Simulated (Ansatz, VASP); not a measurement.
RbCl in VASP and in Ansatz

INCAR

```
  PREC = Accurate
  ENCUT = 500
  EDIFF = 1E-7
  ISMEAR = -1
  SIGMA = 0.1
  LREAL = F
  LASPH = T
  NELM = 120
  ALGO = Normal
  ISIF = 3
  LWAVE = F
  LCHARG = F
  GGA = PE
  IBRION = 2
  NSW = 60
  EDIFFG = -0.005
  GGA_COMPAT = F
  NELMIN = 4
```

File KPOINTS:

```
Automatic mesh
0
Gamma
  13 13 13
```

Contents of POSCAR:

```
RbCl
1.0
    0.0000000000      2.9102979194      2.9102979194
    2.9102979194      0.0000000000      2.9102979194
    2.9102979194      2.9102979194      0.0000000000
Rb Cl
1 1
Direct
    0.0000000000      0.0000000000      0.0000000000
    0.5000000000      0.5000000000      0.5000000000
```

Input for Ansatz:

```yaml
crystal:
  lattice:
    - [0.0, 2.9102979194, 2.9102979194]
    - [2.9102979194, 0.0, 2.9102979194]
    - [2.9102979194, 2.9102979194, 0.0]
  atoms:
    - { symbol: Rb, position: [0.0, 0.0, 0.0] }
    - { symbol: Cl, position: [0.5, 0.5, 0.5] }
kpoints:
  mp_grid: { grid: [13, 13, 13] }
scf:
  occupations: { method: fermi_dirac, width: 0.1 }
hamiltonian:
  xc: pbe
  pseudopotentials: { kind: paw }
output:
  forces: true
  stress: true
relax:
  f_tol: 0.005
  max_steps: 40
  cell: {}
```

Alike in both runs: task relaxation of cell and atoms; functional PBE; k mesh 13 × 13 × 13; occupations fermi-dirac, width 0.1 eV; no spin polarisation.

|  | VASP | Ansatz |
| --- | --- | --- |
| version | VASP 6.6.1 | Ansatz 0.2.0 |
| potentials or method | VASP PAW PBE potentials, release 64 (Rb_sv, Cl) | PAW with Ansatz's default frozen-core files, scalar-relativistic |
| plane-wave cutoff (eV) | 500 | 420 |
| valence electrons in the cell | 16 | 16 |

|  | VASP | Ansatz | Ansatz less VASP |
| --- | --- | --- | --- |
| relaxed volume (Å³/atom) | 37.67 | 37.56 | -0.109 |
| relaxed length of the cell vector where the two differ most in proportion (Å) | 4.741 | 4.736 | -0.0046 |

Noted on VASP's run: the volume moved by over 15 % at a fixed basis, so the end points are rough.
